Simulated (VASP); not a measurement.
HfC:

```
Hf C
1.0
     0.00000    2.32500    2.32500
     2.32500    0.00000    2.32500
     2.32500    2.32500    0.00000
Hf C
1 1
Cartesian
  2.3250 2.3250 2.3250
  0.0000 0.0000 0.0000
```

- Program: VASP 6.6.1
- Task: relaxation of cell and atoms
- Functional: LDA
- Potentials or basis: VASP PAW LDA potentials, release 64 (Hf_pv, C)
- Cutoff: 600 eV
- k mesh: 10 × 10 × 10
- Occupations: fermi-dirac, width 0.05 eV
- Spin: no spin polarisation

At the start: pressure -11.7 GPa; volume 12.57 Å³/atom.

Problem. Where does the relaxation end?

Solution. Over 4 steps the energy falls by 22.4 meV/atom and the volume is 11.98 Å³/atom (-4.7 %); space group Fm-3m (No. 225, to 0.05 Å).

The path:
| step | energy change (eV) | largest force (eV/Å) | pressure (GPa) | volume (Å³) |
| --- | --- | --- | --- | --- |
| 1 | 0.0000 | 0.0000 | -11.66 | 25.14 |
| 2 | 0.1157 | 0.0000 | 27.68 | 21.95 |
| 3 | -0.0448 | 0.0000 | -0.35 | 23.98 |
| 4 | -0.0449 | 0.0000 | -0.04 | 23.96 |

Final structure:
```yaml
crystal:
  lattice:
    - [0.00000, 2.28803, 2.28803]
    - [2.28803, 0.00000, 2.28803]
    - [2.28803, 2.28803, 0.00000]
  atoms:
    - { symbol: Hf, position: [0.50000, 0.50000, 0.50000] }
    - { symbol: C, position: [0.00000, 0.00000, 0.00000] }
```
